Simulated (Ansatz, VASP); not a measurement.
One calculation of Be3CdTe4, two programs

File INCAR:

```
PREC = Accurate
ENCUT = 520
EDIFF = 1E-6
ISMEAR = 0
SIGMA = 0.1
LREAL = False
LASPH = True
NELM = 60
ALGO = Normal
ISIF = 2
LWAVE = False
LCHARG = False
GGA = PE
NBANDS = 31
```

File KPOINTS:

```
Automatic mesh
0
Gamma
  4 4 1
```

The input POSCAR:

```
Be3CdTe4
1.0
    4.1263674493      0.0000000000      0.0000000000
    0.0000000000      4.1263674493      0.0000000000
    0.0000000000      0.0000000000     12.0706527224
Be Cd Te
3 1 4
Direct
    0.0000000000      0.0000000000      0.5000000000
    0.5000000000      0.5000000000      0.7298086670
    0.5000000000      0.5000000000      0.2701913330
    1.0000000000      0.0000000000      0.0000000000
    1.0000000000      0.5000000000      0.6145910232
    0.5000000000      1.0000000000      0.3854089768
    0.5000000000      0.0000000000      0.8418263268
    1.0000000000      0.5000000000      0.1581736732
```

Input for Ansatz:

```yaml
crystal:
  lattice:
    - [4.1263674493, 0.0, 0.0]
    - [0.0, 4.1263674493, 0.0]
    - [0.0, 0.0, 12.0706527224]
  atoms:
    - { symbol: Be, position: [0.0, 0.0, 0.5] }
    - { symbol: Be, position: [0.5, 0.5, 0.729808667] }
    - { symbol: Be, position: [0.5, 0.5, 0.270191333] }
    - { symbol: Cd, position: [1.0, 0.0, 0.0] }
    - { symbol: Te, position: [1.0, 0.5, 0.6145910232] }
    - { symbol: Te, position: [0.5, 1.0, 0.3854089768] }
    - { symbol: Te, position: [0.5, 0.0, 0.8418263268] }
    - { symbol: Te, position: [1.0, 0.5, 0.1581736732] }
basis:
  ecutwfc: 420
kpoints:
  mp_grid: { grid: [4, 4, 1] }
hamiltonian:
  xc: pbe
scf:
  occupations: { method: gaussian, width: 0.1 }
  lower_state_search: "off"
output:
  forces: true
  stress: true
  eigenvalues: true
```

Alike in both runs: task single point; functional PBE; k mesh 4 × 4 × 1; occupations gaussian, width 0.1 eV; no spin polarisation.

```csv
,VASP,Ansatz
version,VASP 6.6.1,Ansatz 0.2.0
potentials or method,"VASP PAW PBE potentials, release 64 (Be, Cd, Te), cutoff 520 eV","scalar-relativistic, plane waves, PAW"
valence electrons in the cell,42,90
```

|  | VASP | Ansatz | Ansatz less VASP |
| --- | --- | --- | --- |
| gap on the k mesh at the Fermi level (eV) | 1.78 | 1.79 | +0.012 |
| least direct gap on the mesh (eV) | 1.87 | 1.88 | +0.011 |
| pressure (GPa) | 0.2 | 0.1 | -0.13 |
| traceless stress, the component that is largest in VASP (GPa) | -0.36 | -0.36 | -0.001 |
| rms of the force components (eV/Å) | 0.013 | 0.011 | -0.0025 |

Atom by atom the forces differ by 0.003 eV/Å (rms over components). VASP's potentials hold 42 valence electrons a cell and Ansatz's 90, so a difference there can come from the potentials and not from the codes.

The k mesh is coarse, so the values compare programs but aren't converged. Neither program's run includes spin-orbit coupling.
